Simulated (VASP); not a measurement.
# Al8Cu4P in VASP: further runs

Al8Cu4P is run at these levels: PBEsol; tasks: single point.

Program: VASP 6.6.1. These are calculated values, not measurements. Logs are shortened: lines on timing, memory, paths and dates and some standing lists are left out, and cuts for length are marked.

### 1 The cell of the first run

The cell holds a slab with vacuum, 13 atoms: a = 5.743 Å, b = 7.000 Å, c = 16.488 Å, α = 90.00°, β = 90.00°, γ = 114.22°.

### 2 Single point, PBEsol

File INCAR:

```
PREC = Accurate ; ENCUT = 520
EDIFF = 1E-7 ; ISMEAR = -1
SIGMA = 0.15 ; LREAL = False
LASPH = True ; NELM = 80
ALGO = Normal ; ISIF = 2
LWAVE = False ; LCHARG = False
GGA = PS ; NBANDS = 48
```

File KPOINTS:

```
regular mesh
0
Gamma
  2 2 1
```

File POSCAR:

```
Al8Cu4P
1.0
    5.7426620000      0.0000000000      0.0000000000
   -2.8713310000      6.3843160000      0.0000000000
    0.0000000000      0.0000000000     16.4879550000
Al Cu P
8 4 1
Direct
    0.5508087295      0.7333910164      0.1601411455
    0.0933220229      0.8491590955      0.1682137051
    0.3757973195      0.2687523613      0.1220891251
    0.8259344383      0.1413150602      0.1685290868
    0.2434949337     -0.1142643942      0.3514444332
    0.7634351324     -0.3785526907      0.3329400159
   -0.2064157753      0.2333844377      0.3208342090
    0.2914501204      0.3137219398      0.2927167135
    0.7481408656      0.4219715941      0.1855960912
    0.4999946018      0.0000000000      0.0606503354
    0.1534601157      0.5340274510      0.2302711282
   -0.0417538985     -0.0164308910      0.2713010801
    1.1051780386      0.5158109342      0.3785672632
```

Potentials or basis: VASP PAW PBE potentials, release 64 (Al, Cu, P).

Launch:

```bash
> cat potpaw_PBE.64/Al/POTCAR potpaw_PBE.64/Cu/POTCAR potpaw_PBE.64/P/POTCAR > POTCAR
> mpirun -np 1 vasp_std > vasp.out
```

OUTCAR:

```text
PREC = Accurate
   ENCUT = 520
   EDIFF = 1E-7
   ISMEAR = -1
   LREAL = False
   LASPH = True
   NELM = 80
   ISIF = 2
   GGA = PS

 ion  position               nearest neighbor table
   1  0.551  0.733  0.160-  11 2.42  10 2.59   4 2.64   9 2.87   2 2.88  12 2.92   3 3.05   2 3.05
                             6 3.32
   2  0.093  0.849  0.168-  12 2.23  11 2.58  10 2.77   3 2.82   9 2.84   1 2.88   4 3.02   1 3.05
                             5 3.12   6 3.32
   3  0.376  0.269  0.122-   9 2.22  10 2.48   2 2.82   8 2.89   4 3.01   1 3.05   4 3.16
   4  0.826  0.141  0.169-   9 2.20  12 2.31  10 2.48   7 2.62   1 2.64  11 2.81   3 3.01   2 3.02
                             3 3.16   8 3.19
   5  0.243  0.886  0.351-  12 2.41  13 2.42   6 2.63  11 3.05   8 3.05   2 3.12   7 3.14
   6  0.763  0.621  0.333-  13 2.48  12 2.53   5 2.63   8 2.76   9 2.79   7 2.80  11 3.06   1 3.32
                             2 3.32
   7  0.794  0.233  0.321-  13 2.26  12 2.44   4 2.62   9 2.66  11 2.71   8 2.72   6 2.80   5 3.14
                             8 3.19
   8  0.291  0.314  0.293-  11 2.25  12 2.35  13 2.53   7 2.72   6 2.76   3 2.89   9 2.99   5 3.05
                             4 3.19   7 3.19
   9  0.748  0.422  0.186-   4 2.20   3 2.22  11 2.25   7 2.66   6 2.79   2 2.84   1 2.87   8 2.99

  10  0.500  0.000  0.061-   4 2.48   3 2.48   1 2.59   2 2.77
  11  0.153  0.534  0.230-   8 2.25   9 2.25   1 2.42  13 2.46   2 2.58   7 2.71   4 2.81   5 3.05
                             6 3.06
  12  0.958  0.984  0.271-   2 2.23   4 2.31   8 2.35   5 2.41   7 2.44   6 2.53   1 2.92
  13  0.105  0.516  0.379-   7 2.26   5 2.42  11 2.46   6 2.48   8 2.53

  LATTYP: Found a base centered orthorhombic cell.
 ALAT       =     5.7426620000
 B/A-ratio  =     2.2234691855
 C/A-ratio  =     2.8711345017

  Lattice vectors:

 A1 = (   2.8713310000,  -6.3843160000,   0.0000000000)
 A2 = (   2.8713310000,   6.3843160000,   0.0000000000)
 A3 = (   0.0000000000,   0.0000000000,  16.4879550000)

Analysis of symmetry for initial positions (statically):
=====================================================================
 Subroutine PRICEL returns:
 Original cell was already a primitive cell.

 Routine SETGRP: Setting up the symmetry group for a
 base centered orthorhombic supercell.

 Subroutine GETGRP returns: Found  1 space group operations
 (whereof  1 operations were pure point group operations)
 out of a pool of  8 trial point group operations.

The static configuration has the point symmetry C_1 .

Analysis of symmetry for dynamics (positions and initial velocities):
=====================================================================
 Subroutine PRICEL returns:
 Original cell was already a primitive cell.

 Routine SETGRP: Setting up the symmetry group for a
 base centered orthorhombic supercell.

 Subroutine GETGRP returns: Found  1 space group operations
 (whereof  1 operations were pure point group operations)
 out of a pool of  8 trial point group operations.

The dynamic configuration has the point symmetry C_1 .

 Subroutine INISYM returns: Found  1 space group operations
 (whereof  1 operations are pure point group operations),
 and found     1 'primitive' translations

----------------------------------------------------------------------------------------

                                     Primitive cell

  volume of cell :     604.4974

  direct lattice vectors                    reciprocal lattice vectors
     5.742662000  0.000000000  0.000000000     0.174135270  0.078316925  0.000000000
    -2.871331000  6.384316000  0.000000000     0.000000000  0.156633851  0.000000000
     0.000000000  0.000000000 16.487955000     0.000000000  0.000000000  0.060650335

  length of vectors
     5.742662000  7.000288030 16.487955000     0.190936202  0.156633851  0.060650335

  position of ions in fractional coordinates (direct lattice)
     0.550808729  0.733391016  0.160141145
     0.093322023  0.849159095  0.168213705
     0.375797320  0.268752361  0.122089125
     0.825934438  0.141315060  0.168529087
     0.243494934  0.885735606  0.351444433
     0.763435132  0.621447309  0.332940016
     0.793584225  0.233384438  0.320834209
     0.291450120  0.313721940  0.292716713
     0.748140866  0.421971594  0.185596091
     0.499994602  0.000000000  0.060650335
     0.153460116  0.534027451  0.230271128
     0.958246102  0.983569109  0.271301080
     0.105178039  0.515810934  0.378567263

  ion indices of the primitive-cell ions
   primitive index   ion index
                 1           1
                 2           2
                 3           3
                 4           4
                 5           5
                 6           6
                 7           7
                 8           8
                 9           9
                10          10
                11          11
                12          12
                13          13

[... 46 lines left out ...]
   LSORBIT =      F    spin-orbit coupling
   LASPH  =      T    aspherical Exc in radial PAW
   ENCUT  =  520.0 eV  38.22 Ry    6.18 a.u.  10.68 13.02 30.66*2*pi/ulx,y,z
   NELM   =     80;   NELMIN=  2; NELMDL= -5     # of ELM steps
   EDIFF  = 0.1E-06   stopping-criterion for ELM
   LREAL  =      F    real-space projection
   EDIFFG = 0.1E-05   stopping-criterion for IOM
   NSW    =      0    number of steps for IOM
   IBRION =     -1    ionic relax: 0-MD 1-quasi-New 2-CG
   NFREE  =      0    steps in history (QN), initial steepest desc. (CG)
   ISIF   =      2    stress and relaxation
   ISYM   =      2    0-nonsym 1-usesym 2-fastsym
   POTIM  = 0.5000    time-step for ionic-motion
   TEBEG  =    0.0;   TEEND  =   0.0 temperature during run
   PSTRESS=    0.0 pullay stress
   NELECT =      73.0000    total number of electrons
   NUPDOWN=      -1.0000    fix difference up-down
   EMIN   =  10.00;   EMAX   =-10.00  energy-range for DOS
   EFERMI =   0.00;   METHOD = LEGACY
   ISMEAR =    -1;   SIGMA  =   0.15  broadening in eV -4-tet -1-fermi 0-gaus
   EFERMI_NEDOS =   21; number of points for ismear=-14 and -15
   IALGO  =     38    algorithm
   IMIX   =      4    mixing-type and parameters
     AMIX     =   0.40;   BMIX     =  1.00
     AMIX_MAG =   1.60;   BMIX_MAG =  1.00
  volume/ion in A,a.u.               =      46.50       313.80
  Fermi-wavevector in a.u.,A,eV,Ry     =   0.809191  1.529149  8.908957  0.654790
  Thomas-Fermi vector in A             =   1.918136
   LORBIT       =      0    0 simple, 1 ext, 2 COOP (PROOUT), +10 PAW based schemes
   GGA     = PS    functional components
   LHFCALC =     F    Hartree Fock is set to
   AEXX    =    0.0000 exact exchange contribution
   IVDW    =     0    specifies the selected vdW correction
   LEPSILON=     F    determine dielectric tensor
   LRPA    =     F    only Hartree local field effects (RPA)
 non-spin polarized calculation
  energy-cutoff  :      520.00
  volume of cell :      604.50
 maximum number of plane-waves:     16342
 NGX is ok and might be reduce to    48
   NGX = 21   NGY = 27   NGZ = 61

 number of electron      73.0000014 magnetization

 Free energy of the ion-electron system (eV)
  ---------------------------------------------------
  ext. energy  EPLUGINS =         0.00000000
  ---------------------------------------------------
  free energy    TOTEN  =       -49.64276384 eV

  energy without entropy =      -49.29988727  energy(sigma->0) =      -49.47132555

 E-fermi :  -0.2850     XC(G=0):  -4.7156

 val. band max:       -0.5850079046   @ k =   0.5000   0.0000   0.0000
 cond. band min:      -0.2695094147   @ k =   0.5000   0.5000   0.0000
 fundamental gap:      0.3154984899
 Fermi energy:        -0.2850146218

 k-point     1 :       0.0000    0.0000    0.0000
  band No.  band energies     occupation
      1     -11.9947      2.00000
      2      -9.1905      2.00000
      3      -7.2349      2.00000
      4      -6.5077      2.00000
      5      -6.1540      2.00000
      6      -5.9696      2.00000
[... 193 lines left out ...]
     47       2.4807      0.00000
     48       2.9835      0.00000

------------------------ aborting loop because EDIFF is reached ----------------------------------------

  FORCE on cell =-STRESS in cart. coord.  units (eV):
  Direction    XX          YY          ZZ          XY          YZ          ZX
  --------------------------------------------------------------------------------------
  -------------------------------------------------------------------------------------
  Total        0.0383695      1.2480408      1.3682859      0.7197860      3.3073115      3.9074569
  in kB        0.1016956      3.3078434      3.6265446      1.9077417      8.7657939     10.3564367
  external PRESSURE =       2.3453612 kB  Pullay stress =       0.0000000 kB

 VOLUME and BASIS-vectors are now :
 -----------------------------------------------------------------------------
  energy-cutoff  :      520.00
  volume of cell :      604.50
      direct lattice vectors                 reciprocal lattice vectors
     5.742662000  0.000000000  0.000000000     0.174135270  0.078316925  0.000000000
    -2.871331000  6.384316000  0.000000000     0.000000000  0.156633851  0.000000000
     0.000000000  0.000000000 16.487955000     0.000000000  0.000000000  0.060650335

 POSITION                                       TOTAL-FORCE (eV/Angst)
 -----------------------------------------------------------------------------------
      1.05730      4.68220      2.64040         0.434507     -0.412682      0.026515
     -1.90230      5.42130      2.77350         0.891727     -0.870429     -1.236076
      1.38640      1.71580      2.01300        -1.377180     -0.633844     -0.375810
      4.33730      0.90220      2.77870         1.011446     -0.433016     -1.482952
     -1.14493      5.65482      5.79460         1.078403      0.803400     -0.674648
      2.59977      3.96752      5.48950        -0.228547     -0.062470     -0.791755
      3.88716      1.49000      5.28990        -1.700837     -1.431584      0.112120
      0.77290      2.00290      4.82630         2.089657     -0.377768      0.480384
      3.08470      2.69400      3.06010        -1.458587      2.008383      0.396456
      2.87130      0.00000      1.00000        -0.242952     -0.240098      1.131910
     -0.65210      3.40940      3.79670        -0.171737      1.189932     -0.189551
      2.67873      6.27942      4.47320        -0.882092     -0.609327      1.630578
     -0.87706      3.29310      6.24180         0.556193      1.069504      0.972829
 -----------------------------------------------------------------------------------
    total drift:                                0.001618      0.000953     -0.001637

  FREE ENERGIE OF THE ION-ELECTRON SYSTEM (eV)
  ---------------------------------------------------
  free  energy   TOTEN  =       -49.6427638352 eV

  energy  without entropy=      -49.2998872712  energy(sigma->0) =      -49.47132555
```

Wall time 2.8 min (1 thread of AMD EPYC 9R45 (Zen 5), shared host); peak memory 0.67 GiB.

Results:

* Free energy: -49.6428 eV
* Largest force: 2.514 eV/Å
* Band gap on the k mesh: zero (an odd number of electrons rules out a gap without spin polarisation)

Forces on the atoms (eV/Å):
```
Al   0.435 -0.413  0.027
Al   0.892 -0.870 -1.236
Al  -1.377 -0.634 -0.376
Al   1.011 -0.433 -1.483
Al   1.078  0.803 -0.675
Al  -0.229 -0.062 -0.792
Al  -1.701 -1.432  0.112
Al   2.090 -0.378  0.480
Cu  -1.459  2.008  0.396
Cu  -0.243 -0.240  1.132
Cu  -0.172  1.190 -0.190
Cu  -0.882 -0.609  1.631
P    0.556  1.070  0.973
```

Levels at points of the mesh, in eV from the Fermi level:
```tsv
k point	band 33	band 34	band 35	band 36	band 37	band 38	band 39	band 40
(0.00, 0.00, 0.00)	-1.74	-1.36	-1.04	-0.98	-0.33	0.69	0.95	1.15
(0.50, 0.00, 0.00)	-1.18	-0.95	-0.42	-0.30	0.14	0.78	1.11	1.30
(0.50, 0.50, 0.00)	-1.27	-1.03	-0.67	0.02	0.40	0.68	1.20	1.51
(0.00, 0.50, 0.00)	-1.22	-0.75	-0.50	-0.39	-0.37	0.02	0.26	0.95
```

Caveat: the k points lie up to 0.60 Å⁻¹ apart, too coarse for converged energies and pressures of a metal; the atoms stand as in a frame of molecular dynamics; there is no dipole correction, which matters where the two faces differ; the PAW data sets were made with another functional, which shifts forces and pressure a little.

### 3 Single point, PBEsol

File INCAR:

```
PREC     = Accurate       # precision mode
ENCUT    = 520            # plane-wave cutoff, eV
EDIFF    = 1E-7           # SCF threshold, eV
ISMEAR   = -1             # smearing method
SIGMA    = 0.15           # smearing width, eV
LREAL    = False          # projectors in reciprocal space
LASPH    = True           # aspherical terms in the spheres
NELM     = 80             # most SCF steps
ALGO     = Normal         # electronic algorithm
ISIF     = 2              # what is computed and relaxed
LWAVE    = False          # write WAVECAR
LCHARG   = False          # write CHGCAR
GGA      = PS             # functional
NBANDS   = 48             # bands
```

KPOINTS is that of step 2.

File POSCAR:

```
Al8Cu4P
1.0
    5.7426620000      0.0000000000      0.0000000000
   -2.8713310000      6.3843160000      0.0000000000
    0.0000000000      0.0000000000     16.4879550000
Al Cu P
8 4 1
Direct
    0.5411354420      0.7926142754      0.1896778588
    0.0690659697      0.8270110690      0.1512558713
    0.3214978266      0.2710078887      0.1209064435
    0.7980899711      0.1918138137      0.1404297865
    0.2798438356     -0.1511673294      0.3253890492
    0.6920761423     -0.4340637274      0.3414492580
   -0.2976708896      0.2037649765      0.2902482449
    0.1965919618      0.2289047096      0.2955187590
    0.7002346259      0.4991450924      0.1904117278
    0.4999946018      0.0000000000      0.0606503354
    0.1373473512      0.4999909152      0.2131313435
   -0.1046490926     -0.0996974461      0.2930624204
    1.2020410657      0.4992860629      0.3838377773
```

Potentials or basis: VASP PAW PBE potentials, release 64 (Al, Cu, P).

Launch:

```bash
> cat potpaw_PBE.64/Al/POTCAR potpaw_PBE.64/Cu/POTCAR potpaw_PBE.64/P/POTCAR > POTCAR
> mpirun -np 1 vasp_std > vasp.out
```

Wall time 2.8 min (1 thread of AMD EPYC 9R45 (Zen 5), shared host); peak memory 0.67 GiB.

Results (log left out):

| Item | Value |
| --- | --- |
| Free energy | -50.5792 eV |
| Largest force | 1.971 eV/Å |
| Band gap on the k mesh | zero (an odd number of electrons rules out a gap without spin polarisation) |

Forces on the atoms (eV/Å):
```
Al   0.357  0.118 -0.575
Al   0.238  0.178  0.147
Al  -0.046 -0.606  0.076
Al   1.469  1.306  0.152
Al   0.102 -0.582 -0.207
Al  -0.689 -0.293  0.338
Al  -0.097 -0.463  0.584
Al   1.073  0.588 -0.020
Cu  -0.066  0.077  0.139
Cu  -1.579 -0.956  0.027
Cu  -0.115  0.137  0.134
Cu  -0.736 -0.098 -0.632
P    0.090  0.594 -0.165
```

Levels at points of the mesh, in eV from the Fermi level:
| k point | band 34 | band 35 | band 36 | band 37 | band 38 | band 39 |
| --- | --- | --- | --- | --- | --- | --- |
| (0.00, 0.00, 0.00) | -1.49 | -1.23 | -1.06 | -0.58 | 0.50 | 0.87 |
| (0.50, 0.00, 0.00) | -1.12 | -0.44 | 0.07 | 0.43 | 0.79 | 0.97 |
| (0.50, 0.50, 0.00) | -1.13 | -0.36 | 0.07 | 0.44 | 0.56 | 0.80 |
| (0.00, 0.50, 0.00) | -1.02 | -0.68 | -0.57 | -0.30 | -0.21 | -0.02 |

Caveat: the k points lie up to 0.60 Å⁻¹ apart, too coarse for converged energies and pressures of a metal; the atoms stand as in a frame of molecular dynamics; there is no dipole correction, which matters where the two faces differ; the PAW data sets were made with another functional, which shifts forces and pressure a little.

### 4 Single point, PBEsol

File INCAR:

```
SYSTEM = Al8Cu4P
PREC = Accurate
ENCUT = 520
EDIFF = 1E-6
ISMEAR = -1
SIGMA = 0.15
LREAL = .FALSE.
LASPH = .TRUE.
NELM = 80
ALGO = Normal
ISIF = 2
LWAVE = .FALSE.
LCHARG = .FALSE.
GGA = PS
NBANDS = 48
```

File KPOINTS:

```
Automatic mesh
0
G
  2 2 1
  0 0 0
```

File POSCAR:

```
Al8Cu4P
1.0
    5.7426620000      0.0000000000      0.0000000000
   -2.8713310000      6.3843160000      0.0000000000
    0.0000000000      0.0000000000     16.4879550000
Al Cu P
8 4 1
Direct
    0.6969414587      0.7452638623      0.1379249276
    0.2177601835      0.8824907790      0.1613844773
    0.3426611138      0.3153196051      0.1008554427
    0.8782203211      0.2684547569      0.1192506894
    0.3251967708     -0.1645595237      0.3342500632
    0.6769822318     -0.4935062738      0.3404606575
   -0.2254371940      0.1145776619      0.3279788185
    0.1808442014      0.1786722336      0.2605053204
    0.6958585370      0.4280176608      0.2157756981
    0.4999946018      0.0000000000      0.0606503354
    0.1583252991      0.5469967339      0.2440326893
   -0.1070743176     -0.2255370818      0.2707855522
    0.9972819192      0.4295056824      0.3978358747
```

Launch:

```bash
> cat potpaw_PBE.64/Al/POTCAR potpaw_PBE.64/Cu/POTCAR potpaw_PBE.64/P/POTCAR > POTCAR
> mpirun -np 1 vasp_std > vasp.out
```

It took 2.6 min on 1 thread of AMD EPYC 9R45 (Zen 5), shared host; peak memory 0.67 GiB.

It converged, with:

| Item | Value |
| --- | --- |
| Free energy | -48.2808 eV |
| Largest force | 3.519 eV/Å |
| Band gap on the k mesh | zero (an odd number of electrons rules out a gap without spin polarisation) |

Forces in eV/Å, atoms in the order of the input:
```
Al  -0.882  0.070 -0.316
Al  -0.346 -0.575  0.610
Al   1.028 -0.141  0.476
Al  -0.048 -0.233  0.363
Al  -0.519 -0.330 -0.091
Al  -1.059 -1.323  3.084
Al  -0.572 -0.111 -0.036
Al   1.467  0.186 -0.491
Cu  -0.667 -0.918 -2.177
Cu   0.605  0.327 -0.180
Cu   0.023 -0.791 -0.271
Cu   0.324  3.158 -0.801
P    0.646  0.682 -0.172
```

Levels at points of the mesh, in eV from the Fermi level:
```
           k point  band 34  band 35  band 36  band 37  band 38  band 39
(0.00, 0.00, 0.00)    -1.17    -1.07    -0.94    -0.56     0.29     0.34
(0.50, 0.00, 0.00)    -1.15    -0.45    -0.19     0.08     0.66     1.03
(0.50, 0.50, 0.00)    -0.98    -0.48    -0.06     0.22     0.56     1.32
(0.00, 0.50, 0.00)    -1.00    -0.64    -0.35    -0.15     0.21     0.36
```

Caveat: the k points lie up to 0.60 Å⁻¹ apart, too coarse for converged energies and pressures of a metal; the atoms stand as in a frame of molecular dynamics; there is no dipole correction, which matters where the two faces differ; the PAW data sets were made with another functional, which shifts forces and pressure a little.

### 5 The runs side by side

| cell | gap on the mesh (eV) | largest force (eV/Å) |
| --- | --- | --- |
| as given, atomic positions A | none | 2.51 |
| as given, atomic positions B | none | 1.97 |
| as given, atomic positions C | none | 3.52 |

Alike in all rows: task single point; level PBEsol; potentials or basis VASP PAW PBE potentials, release 64 (Al, Cu, P); no spin polarisation; k mesh 2 × 2 × 1; cutoff (eV) 520; smearing fermi-dirac 0.15 eV.

Caveats: all runs use coarse meshes; the atoms stand as in a frame of molecular dynamics; there is no dipole correction, which matters where the two faces differ; the PAW data sets were made with another functional, which shifts forces and pressure a little.

Absolute energies hang on the potentials; compare differences alone.

The gap in the log of VASP goes by the Fermi energy; the results here count the filled bands.